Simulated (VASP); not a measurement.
Input of a VASP 6.6.1 run:

File INCAR:

```
PREC = Accurate
ENCUT = 520
EDIFF = 1E-6
ISMEAR = 0
SIGMA = 0.1
LREAL = F
LASPH = T
NELM = 60
ALGO = Normal
ISIF = 2
LWAVE = F
LCHARG = F
GGA = PE
NBANDS = 16
```

KPOINTS

```
Automatic mesh
0
Gamma
  6 6 4
```

The input POSCAR:

```
NaP2
1.0
    4.6533850000     -1.6559130000      0.0000000000
    4.6533850000      1.6559130000      0.0000000000
   -0.5277080000      0.0000000000      4.1165175000
Na P
1 2
Direct
    0.0000000000      0.0000000000      0.5000000000
    0.7056920000      0.7056920000      0.1250110000
    0.2943080000      0.2943080000      0.8749890000
```

Potentials or basis: VASP PAW PBE potentials, release 64 (Na_pv, P).

The run is started by

```bash
$ cat potpaw_PBE.64/Na_pv/POTCAR potpaw_PBE.64/P/POTCAR > POTCAR
$ mpirun -np 1 vasp_std > vasp.out
```

(1) Estimate the largest force.

(2) Predict the pressure.

Results:

(1) 0.039 eV/Å.

(2) -0.2 GPa.

Caveat: the k points lie up to 0.38 Å⁻¹ apart.
